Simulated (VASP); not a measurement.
Write the native input for VASP 6.6.1 that does the following.

```
Task                   : single point
Functional             : RPBE
Potentials or basis    : VASP PAW PBE potentials, release 64 (Os)
Cutoff                 : 520 eV
k mesh                 : 15 × 15 × 4
Occupations            : fermi-dirac, width 0.1 eV
Spin                   : no spin polarisation
Dipole correction      : no
Further INCAR settings : ALGO = Normal; EDIFF = 1e-06; NBANDS = 24
```

The structure of Os lies in POSCAR:

```
Os
1.0
    2.8582069028      0.0000000000      0.0000000000
   -1.4291034514      2.4752797871      0.0000000000
    0.0000000000      0.0000000000      9.1743910008
Os
4
Direct
    0.0000000000      1.0000000000      0.0000000000
    0.0000000000      1.0000000000      0.5000000000
    0.3333333333      0.6666666667      0.2500000000
    0.6666666667      0.3333333333      0.7500000000
```

This cell differs from its parent crystal: volume scaled by 1.12.

The input as run:

INCAR

```
SYSTEM = Os
PREC = Accurate
ENCUT = 520
EDIFF = 1E-6
ISMEAR = -1
SIGMA = 0.1
LREAL = .FALSE.
LASPH = .TRUE.
NELM = 60
ALGO = Normal
ISIF = 2
LWAVE = .FALSE.
LCHARG = .FALSE.
GGA = RP
NBANDS = 24
```

KPOINTS

```
regular mesh
0
G
  15 15 4
  0 0 0
```

Potentials or basis: VASP PAW PBE potentials, release 64 (Os).

The run is started by

```bash
$ cat potpaw_PBE.64/Os/POTCAR > POTCAR
$ mpirun -np 1 vasp_std > vasp.out
```

It gave:

```
Pressure               : -33.1 GPa
Band gap on the k mesh : zero (band 16 reaches 9.08 eV, above the bottom of band 17 at 6.27 eV)
```

Caveat: the PAW data sets were made with another functional, which shifts forces and pressure a little; spin-orbit coupling is left out, which moves the levels of the heavy elements.

It took 85 s on 1 thread of AMD EPYC 9R45 96-Core Processor (Zen 5), with other jobs on the host, peak memory 0.22 GiB.
